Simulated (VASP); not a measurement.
Wanted: the native input for a VASP 6.6.1 run.

```yaml
Task: single point
Functional: PBE
Potentials_or_basis: VASP PAW PBE potentials, release 64 (Ag, Br)
Cutoff: 500 eV
k_mesh: 6 × 6 × 6
Occupations: gaussian, width 0.01 eV
Spin: no spin polarisation
Dipole_correction: no
Further_INCAR_settings: ALGO = Normal; EDIFF = 1e-06; NBANDS = 16
```

The structure of AgBr lies in POSCAR:

```
AgBr
1.0
    4.0590050000      0.0000000000      0.0000000000
    2.0295025000      3.5152014441      0.0000000000
    2.0295025000      1.1717338147      3.3141637045
Ag Br
1 1
Direct
    0.0000000000      0.0000000000      0.0000000000
    0.5000000000      0.5000000000      0.5000000000
```

One way to write it, as run:

INCAR

```
PREC     = Accurate       # precision mode
ENCUT    = 500            # plane-wave cutoff, eV
EDIFF    = 1E-6           # SCF threshold, eV
ISMEAR   = 0              # smearing method
SIGMA    = 0.01           # smearing width, eV
LREAL    = False          # projectors in reciprocal space
LASPH    = True           # aspherical terms in the spheres
NELM     = 120            # most SCF steps
ALGO     = Normal         # electronic algorithm
ISIF     = 2              # what is computed and relaxed
LWAVE    = False          # write WAVECAR
LCHARG   = True           # write CHGCAR
GGA      = PE             # functional
LELF     = True           # ELF
LVHAR    = True         
NBANDS   = 16             # bands
GGA_COMPAT= False
```

KPOINTS

```
regular mesh
0
Gamma
  6 6 6
```

Potentials or basis: VASP PAW PBE potentials, release 64 (Ag, Br).

Run with:

```sh
$ cat potpaw_PBE.64/Ag/POTCAR potpaw_PBE.64/Br/POTCAR > POTCAR
$ mpirun -np 1 vasp_std > vasp.out
```

It gave:

* Pressure: 2.3 GPa
* Band gap on the k mesh: 0.67 eV, indirect (least direct gap 2.61 eV)

It used 28 s of CPU time on 1 thread of AMD EPYC 7R13 Processor (Zen 3), with other jobs on the host.
